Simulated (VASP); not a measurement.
# Pd2PtSe6 (P-31m) in VASP: single point with PBE

Aim: the single point of Pd2PtSe6 with PBE.

Program: VASP 6.6.1. These are calculated values, not measurements. Logs are shortened: lines on timing, memory, paths and dates and some standing lists are left out, and cuts for length are marked.

### Step 1. The cell of the first run

The structure is trigonal, space group P-31m (No. 162). The conventional cell has a = 6.577 Å, b = 6.577 Å, c = 5.032 Å, α = 90.00°, β = 90.00°, γ = 120.00°. Pd (site symmetry 32) has 6 Se at 2.55 Å within 3.4 Å. Pt (site symmetry -3m) has 6 Se at 2.53 Å within 3.3 Å. Within 3.5 Å of Se (site symmetry m) lie 1 Pt at 2.53 Å and 2 Pd at 2.55 Å and 6 Se at 3.28 to 3.41 Å.

### Step 2. Single point, PBE

File POSCAR:

```
Pd2PtSe6
1.0
    6.5774789960      0.0000000000      0.0000000000
   -3.2887394980      5.6962639034      0.0000000000
    0.0000000000      0.0000000000      5.0319390000
Pd Pt Se
2 1 6
Direct
    0.6666666667      0.3333333333      0.0000000000
    0.3333333333      0.6666666667      0.0000000000
    0.0000000000      0.0000000000      0.0000000000
    0.0000000000      0.3309290000      0.2565220000
    0.6690710000      0.6690710000      0.2565220000
    0.3309290000      0.0000000000      0.2565220000
    0.3309290000      0.3309290000      0.7434780000
    0.0000000000      0.6690710000      0.7434780000
    0.6690710000      0.0000000000      0.7434780000
```

File INCAR.step1:

```
ALGO     = Normal         # electronic algorithm
EDIFF    = 1E-7           # SCF threshold, eV
ENCUT    = 520            # plane-wave cutoff, eV
GGA      = PE             # functional
ISIF     = 2              # what is computed and relaxed
ISMEAR   = 0              # smearing method
LASPH    = T              # aspherical terms in the spheres
LCHARG   = T              # write CHGCAR
LMAXMIX  = 4              # l up to which the mixer works
LREAL    = F              # projectors in reciprocal space
LWAVE    = F              # write WAVECAR
NBANDS   = 43             # bands
NELM     = 60             # most SCF steps
PREC     = Accurate       # precision mode
SIGMA    = 0.1            # smearing width, eV
```

File KPOINTS.step1:

```
k-points
0
Gamma
  6 6 8
```

File INCAR.step2:

```
ALGO     = Normal         # electronic algorithm
EDIFF    = 1E-7           # SCF threshold, eV
ENCUT    = 520            # plane-wave cutoff, eV
GGA      = PE             # functional
ICHARG   = 11             # starting density
ISIF     = 2              # what is computed and relaxed
ISMEAR   = -5             # smearing method
LASPH    = T              # aspherical terms in the spheres
LCHARG   = F              # write CHGCAR
LMAXMIX  = 4              # l up to which the mixer works
LORBIT   = 11             # projections on sites
LREAL    = F              # projectors in reciprocal space
LWAVE    = F              # write WAVECAR
NEDOS    = 1001           # points of the DOS
NELM     = 60             # most SCF steps
PREC     = Accurate       # precision mode
SIGMA    = 0.1            # smearing width, eV
```

File KPOINTS.step2:

```
k-points
0
Gamma
  9 9 12
```

Potentials or basis: VASP PAW PBE potentials, release 64 (Pd, Pt, Se).

Started as:

```bash
> cat potpaw_PBE.64/Pd/POTCAR potpaw_PBE.64/Pt/POTCAR potpaw_PBE.64/Se/POTCAR > POTCAR
> cp INCAR.step1 INCAR
> cp KPOINTS.step1 KPOINTS
> mpirun -np 1 vasp_std > vasp.out
> cp INCAR.step2 INCAR
> cp KPOINTS.step2 KPOINTS
> mpirun -np 1 vasp_std > vasp.out
```

OUTCAR:

```text
EDIFF = 1E-7
   ENCUT = 520
   GGA = PE
   ICHARG = 11
   ISIF = 2
   ISMEAR = -5
   LASPH = T
   LORBIT = 11
   LREAL = F
   NELM = 60
   PREC = Accurate

 ion  position               nearest neighbor table
   1  0.667  0.333  0.000-   4 2.55   9 2.55   6 2.55   8 2.55   7 2.55   5 2.55
   2  0.333  0.667  0.000-   8 2.55   6 2.55   9 2.55   4 2.55   5 2.55   7 2.55
   3  0.000  0.000  0.000-   6 2.53   9 2.53   4 2.53   7 2.53   8 2.53   5 2.53
   4  0.000  0.331  0.257-   3 2.53   1 2.55   2 2.55
   5  0.669  0.669  0.257-   3 2.53   2 2.55   1 2.55
   6  0.331  0.000  0.257-   3 2.53   2 2.55   1 2.55
   7  0.331  0.331  0.743-   3 2.53   1 2.55   2 2.55
   8  0.000  0.669  0.743-   3 2.53   2 2.55   1 2.55
   9  0.669  0.000  0.743-   3 2.53   1 2.55   2 2.55

  LATTYP: Found a hexagonal cell.
 ALAT       =     6.5774789960
 C/A-ratio  =     0.7650254760

  Lattice vectors:

 A1 = (   6.5774789960,   0.0000000000,   0.0000000000)
 A2 = (  -3.2887394980,   5.6962639034,   0.0000000000)
 A3 = (   0.0000000000,   0.0000000000,   5.0319390000)

Analysis of symmetry for initial positions (statically):
=====================================================================
 Subroutine PRICEL returns:
 Original cell was already a primitive cell.

 Routine SETGRP: Setting up the symmetry group for a
 hexagonal supercell.

 Subroutine GETGRP returns: Found 12 space group operations
 (whereof 12 operations were pure point group operations)
 out of a pool of 24 trial point group operations.

The static configuration has the point symmetry D_3d.

Analysis of symmetry for dynamics (positions and initial velocities):
=====================================================================
 Subroutine PRICEL returns:
 Original cell was already a primitive cell.

 Routine SETGRP: Setting up the symmetry group for a
 hexagonal supercell.

 Subroutine GETGRP returns: Found 12 space group operations
 (whereof 12 operations were pure point group operations)
 out of a pool of 24 trial point group operations.

The dynamic configuration has the point symmetry D_3d.

 Subroutine INISYM returns: Found 12 space group operations
 (whereof 12 operations are pure point group operations),
 and found     1 'primitive' translations

----------------------------------------------------------------------------------------

                                     Primitive cell

  volume of cell :     188.5319

  direct lattice vectors                    reciprocal lattice vectors
     6.577478996  0.000000000  0.000000000     0.152033933  0.087776832  0.000000000
    -3.288739498  5.696263903  0.000000000     0.000000000  0.175553664  0.000000000
     0.000000000  0.000000000  5.031939000     0.000000000  0.000000000  0.198730549

  length of vectors
     6.577478996  6.577478996  5.031939000     0.175553664  0.175553664  0.198730549

  position of ions in fractional coordinates (direct lattice)
     0.666666667  0.333333333  0.000000000
     0.333333333  0.666666667  0.000000000
     0.000000000  0.000000000  0.000000000
     0.000000000  0.330929000  0.256522000
     0.669071000  0.669071000  0.256522000
     0.330929000  0.000000000  0.256522000
     0.330929000  0.330929000  0.743478000
     0.000000000  0.669071000  0.743478000
     0.669071000  0.000000000  0.743478000

  ion indices of the primitive-cell ions
   primitive index   ion index
                 1           1
                 2           2
                 3           3
                 4           4
                 5           5
                 6           6
                 7           7
                 8           8
                 9           9

----------------------------------------------------------------------------------------

 KPOINTS: k-points

Automatic generation of k-mesh.
 Grid dimensions read from file:
 generate k-points for:    9    9   12

 Generating k-lattice:

  Cartesian coordinates                     Fractional coordinates (reciprocal lattice)
     0.016892659  0.009752981  0.000000000     0.111111111  0.000000000  0.000000000
     0.000000000  0.019505963  0.000000000     0.000000000  0.111111111  0.000000000
     0.000000000  0.000000000  0.016560879     0.000000000  0.000000000  0.083333333

  Length of vectors
     0.019505963  0.019505963  0.016560879

  Shift w.r.t. Gamma in fractional coordinates (k-lattice)
     0.000000000  0.000000000  0.000000000

 TETIRR: Found   1888 inequivalent tetrahedra from     5832

 Subroutine IBZKPT returns following result:
 ===========================================

 Found    119 irreducible k-points:

 Following reciprocal coordinates:
            Coordinates               Weight
  0.000000  0.000000  0.000000      1.000000
  0.111111  0.000000  0.000000      6.000000
  0.222222  0.000000  0.000000      6.000000
  0.333333  0.000000  0.000000      6.000000
  0.444444  0.000000  0.000000      6.000000
  0.111111  0.111111  0.000000      6.000000
[... 16 lines left out ...]
 -0.111111  0.444444  0.083333     12.000000
  0.444444  0.111111  0.083333      6.000000
 [... further k-points ...]
   k-points           NKPTS =    119   k-points in BZ     NKDIM =    119   number of bands    NBANDS=     39
   number of dos      NEDOS =   1001   number of ions     NIONS =      9
   total plane-waves  NPLWV = 100000
   dimension x,y,z NGX =    50 NGY =   50 NGZ =   40
   dimension x,y,z NGXF=   100 NGYF=  100 NGZF=   80
   ions per type =               2   1   6
   NGX,Y,Z   is equivalent  to a cutoff of  12.64, 12.64, 13.22 a.u.
   NGXF,Y,Z  is equivalent  to a cutoff of  25.28, 25.28, 26.43 a.u.
 SYSTEM =  unknown system
   PREC   = accura    normal or accurate (medium, high low for compatibility)
   ISTART =      0    job   : 0-new  1-cont  2-samecut
   ICHARG =     11    charge: 1-file 2-atom 10-const
   ISPIN  =      1    spin polarized calculation?
   LNONCOLLINEAR =      F non collinear calculations
   LSORBIT =      F    spin-orbit coupling
   LASPH  =      T    aspherical Exc in radial PAW
   ENCUT  =  520.0 eV  38.22 Ry    6.18 a.u.  12.23 12.23  9.36*2*pi/ulx,y,z
   NELM   =     60;   NELMIN=  2; NELMDL=  0     # of ELM steps
   EDIFF  = 0.1E-06   stopping-criterion for ELM
   LREAL  =      F    real-space projection
   EDIFFG = 0.1E-05   stopping-criterion for IOM
   NSW    =      0    number of steps for IOM
   IBRION =     -1    ionic relax: 0-MD 1-quasi-New 2-CG
   NFREE  =      0    steps in history (QN), initial steepest desc. (CG)
   ISIF   =      2    stress and relaxation
   ISYM   =      2    0-nonsym 1-usesym 2-fastsym
   POTIM  = 0.5000    time-step for ionic-motion
   TEBEG  =    0.0;   TEEND  =   0.0 temperature during run
   PSTRESS=    0.0 pullay stress
   NELECT =      66.0000    total number of electrons
   NUPDOWN=      -1.0000    fix difference up-down
   EMIN   =  10.00;   EMAX   =-10.00  energy-range for DOS
   EFERMI =   0.00;   METHOD = LEGACY
   ISMEAR =    -5;   SIGMA  =   0.10  broadening in eV -4-tet -1-fermi 0-gaus
   EFERMI_NEDOS =   21; number of points for ismear=-14 and -15
   IALGO  =     38    algorithm
   IMIX   =      4    mixing-type and parameters
     AMIX     =   0.40;   BMIX     =  1.00
     AMIX_MAG =   1.60;   BMIX_MAG =  1.00
  volume/ion in A,a.u.               =      20.95       141.36
  Fermi-wavevector in a.u.,A,eV,Ry     =   1.153793  2.180352 18.112591  1.331238
  Thomas-Fermi vector in A             =   2.290434
   LORBIT       =     11    0 simple, 1 ext, 2 COOP (PROOUT), +10 PAW based schemes
   GGA     = PE    functional components
   LHFCALC =     F    Hartree Fock is set to
   AEXX    =    0.0000 exact exchange contribution
   IVDW    =     0    specifies the selected vdW correction
   LEPSILON=     F    determine dielectric tensor
   LRPA    =     F    only Hartree local field effects (RPA)
 non-spin polarized calculation
 Fermi weights with tetrahedron method with Bloechl corrections
  energy-cutoff  :      520.00
  volume of cell :      188.53
 maximum number of plane-waves:      5109
 NGX is ok and might be reduce to    50

 number of electron      66.0000005 magnetization

 Free energy of the ion-electron system (eV)
  ---------------------------------------------------
  ext. energy  EPLUGINS =         0.00000000
  ---------------------------------------------------
  free energy    TOTEN  =       -40.38588449 eV

  energy without entropy =      -40.38588449  energy(sigma->0) =      -40.38588449

 E-fermi :   5.5500     XC(G=0): -10.4422

 val. band max:        5.5971324892   @ k =   0.3333   0.0000   0.0000
 cond. band min:       5.5139064934   @ k =  -0.2222  -0.4444   0.2500
 fundamental gap:     -0.0832259958
 Fermi energy:         5.5499687785

 k-point     1 :       0.0000    0.0000    0.0000
  band No.  band energies     occupation
      1      -9.2752      2.00000
      2      -7.5275      2.00000
      3      -7.5274      2.00000
      4      -7.5237      2.00000
      5      -7.5236      2.00000
      6      -6.7503      2.00000
[... 31 lines left out ...]
     38       6.7640      0.00000
     39       6.7640      0.00000
[... 964 lines left out ...]
     38       7.1811      0.00000
     39       7.7579      0.00000

 [... further k-points ...]

------------------------ aborting loop because EDIFF is reached ----------------------------------------

  FORCE on cell =-STRESS in cart. coord.  units (eV):
  Direction    XX          YY          ZZ          XY          YZ          ZX
  --------------------------------------------------------------------------------------
  -------------------------------------------------------------------------------------
  Total       -0.1538113     -0.1538113     -0.2704251     -0.0000000      0.0000000      0.0000000
  in kB       -1.3071154     -1.3071154     -2.2981200     -0.0000000      0.0000000      0.0000000
  external PRESSURE =      -1.6374502 kB  Pullay stress =       0.0000000 kB

 VOLUME and BASIS-vectors are now :
 -----------------------------------------------------------------------------
  energy-cutoff  :      520.00
  volume of cell :      188.53
      direct lattice vectors                 reciprocal lattice vectors
     6.577478996  0.000000000  0.000000000     0.152033933  0.087776832  0.000000000
    -3.288739498  5.696263903  0.000000000     0.000000000  0.175553664  0.000000000
     0.000000000  0.000000000  5.031939000     0.000000000  0.000000000  0.198730549

 POSITION                                       TOTAL-FORCE (eV/Angst)
 -----------------------------------------------------------------------------------
      3.28874      1.89875      0.00000         0.000000      0.000000      0.000000
     -0.00000      3.79751      0.00000        -0.000000     -0.000000      0.000000
      0.00000      0.00000      0.00000         0.000000      0.000000      0.000000
     -1.08834      1.88506      1.29080         0.001859     -0.003221     -0.000033
      2.20040      3.81120      1.29080         0.001859      0.003221     -0.000033
      2.17668      0.00000      1.29080        -0.003719      0.000000     -0.000033
      1.08834      1.88506      3.74114        -0.001859     -0.003221      0.000033
     -2.20040      3.81120      3.74114        -0.001859      0.003221      0.000033
      4.40080      0.00000      3.74114         0.003719     -0.000000      0.000033
 -----------------------------------------------------------------------------------
    total drift:                                0.000000     -0.000000      0.000000

  FREE ENERGIE OF THE ION-ELECTRON SYSTEM (eV)
  ---------------------------------------------------
  free  energy   TOTEN  =       -40.3858844939 eV

  energy  without entropy=      -40.3858844939  energy(sigma->0) =      -40.38588449

 total charge

# of ion       s       p       d       tot
------------------------------------------
    1        0.478   0.585   8.410   9.473
    2        0.478   0.585   8.410   9.473
    3        0.661   0.668   7.997   9.326
    4        1.492   2.194   0.053   3.739
    5        1.492   2.194   0.053   3.739
    6        1.492   2.194   0.053   3.739
    7        1.492   2.194   0.053   3.739
    8        1.492   2.194   0.053   3.739
    9        1.492   2.194   0.053   3.739
--------------------------------------------------
tot         10.568  15.005  25.136  50.709
```

Wall time 18 min (1 thread of Intel Xeon Platinum 8488C (Sapphire Rapids), shared host); peak memory 0.87 GiB.

What came out:

```yaml
Valence_electrons_inside_the_program's_atomic_spheres: Pd 9.47; Pt 9.33; Se 3.74
```

Caveat: spin-orbit coupling is left out, which moves the levels of the heavy elements; tetrahedron occupations give inexact forces and stress in metals.
